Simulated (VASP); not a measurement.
**MoS2: single point with r2SCAN**

MoS2:

```
Mo S
1.0
     3.18445    0.00000    0.00000
    -1.59222    2.75781    0.00000
     0.00000    0.00000   12.99058
Mo S
2 4
Cartesian
  1.5922 0.9193 3.2476
  0.0000 1.8385 9.7429
  1.5922 0.9193 8.1902
  0.0000 1.8385 4.8004
  1.5922 0.9193 11.2957
  0.0000 1.8385 1.6949
```

* Program: VASP 6.6.1
* Task: single point
* Functional: r2SCAN
* Potentials or basis: VASP PAW PBE potentials, release 64 (Mo_sv, S)
* Cutoff: 520 eV
* k mesh: 12 × 12 × 2
* Occupations: gaussian, width 0.02 eV
* Spin: no spin polarisation
* Dipole correction: no
* Further INCAR settings: ALGO = Normal; EDIFF = 1e-06; NBANDS = 35

- Pressure: 0.0 GPa
- Band gap on the k mesh: 1.18 eV (least direct gap 1.73 eV)

Stress tensor (GPa, compression positive):
```
 0.06  0.00  0.00
 0.00  0.06  0.00
 0.00  0.00 -0.03
```

Levels at points of the mesh, in eV from the valence-band top:
```
           k point  band 24  band 25  band 26  band 27  band 28  band 29
(0.00, 0.00, 0.00)    -1.54    -0.89     0.00     2.37     2.37     2.38
(0.50, 0.00, 0.00)    -1.64    -1.25    -1.19     1.80     1.82     2.26
(0.00, 0.00, 0.50)    -2.22    -0.28    -0.28     2.37     2.37     2.37
(0.50, 0.00, 0.50)    -1.68    -1.22    -1.22     1.81     1.81     2.34
```

Run time: 6.6 min on 1 thread of Intel Xeon 8259CL (shared host), peak memory 0.31 GiB.

Caveat: the PAW data sets were made with another functional, which shifts forces and pressure a little. A k mesh can miss the band edges.
